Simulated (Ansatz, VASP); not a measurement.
# Two plane-wave programs on C3BrN

```
C Br N
1.0
     3.66987    0.00000    0.00000
     0.00000    3.66987    0.00000
     0.00000    0.00000    3.66987
C Br N
3 1 1
Direct
  0.00000 0.50000 0.50000
  0.50000 0.00000 0.50000
  0.50000 0.50000 0.00000
  0.00000 0.00000 0.00000
  0.50000 0.50000 0.50000
```

Alike in both runs: functional PBE; k mesh 4 × 4 × 4; occupations gaussian, width 0.1 eV; collinear spin.

Ansatz relaxed the structure, and its values are those at the end. VASP's run is a single point on that final structure, the one shown.

|  | VASP | Ansatz |
| --- | --- | --- |
| version | VASP 6.6.1 | Ansatz 0.2.0 |
| potentials or method | VASP PAW PBE potentials, release 64 (C, Br, N), cutoff 520 eV | scalar-relativistic, plane waves, PAW |
| valence electrons in the cell | 24 | 24 |

|  | VASP | Ansatz | Ansatz less VASP |
| --- | --- | --- | --- |
| gap on the k mesh at the Fermi level (eV) | none | none | - |
| pressure (GPa) | -0.3 | -0.3 | +0.01 |
| net moment per atom (μB) | 0.28 | 0.28 | 0.000 |
| size of the moment on the site where the two differ most (μB) | 0.20 | 0.22 | +0.013 |

Site moments also hang on the region over which each program counts them. A gap of «none» marks a metal or a gap that the smearing closes.

The k mesh is coarse, so the values compare programs but aren't converged.
